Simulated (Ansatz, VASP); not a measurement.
**One calculation of TaO, two programs**

```
Ta O
1.0
     3.06611    0.00000    0.00000
    -1.53306    2.65533    0.00000
     0.00000    0.00000    3.85502
Ta O
1 1
Direct
  0.00000 0.00000 0.50000
  0.00000 0.00000 0.00000
```

Alike in both runs: functional PBE-based screened hybrid with a share of 0.25 of exact exchange and HFSCREEN = 0.3; k mesh 5 × 5 × 4; occupations fermi-dirac, width 0.05 eV; no spin polarisation.

```csv
,VASP,Ansatz
version,VASP 6.6.1,Ansatz 0.2.0
potentials or method,"VASP PAW PBE potentials, release 64 (Ta_pv, O)",Ansatz PAW
plane-wave cutoff (eV),520,420
valence electrons in the cell,17,19
task,single point,band structure
```

VASP gave:

| Quantity | Value |
| --- | --- |
| gap on the k mesh at the Fermi level (eV) | none |
| pressure (GPa) | -5.0 |
| traceless stress, the component that is largest in VASP (GPa) | -5.92 |

**Question.** Which values does Ansatz return?

**Answer.** gap on the k mesh at the Fermi level (eV): none; pressure (GPa): -4.7; traceless stress, the component that is largest in VASP (GPa): -6.65.

VASP's potentials were made for PBE, not for PBE-based screened hybrid. A gap of «none» marks a metal or a gap that the smearing closes. VASP's potentials hold 17 valence electrons a cell and Ansatz's 19, so a difference there can come from the potentials and not from the codes.

The k mesh is coarse, so the values compare programs but aren't converged. Neither program's run includes spin-orbit coupling.
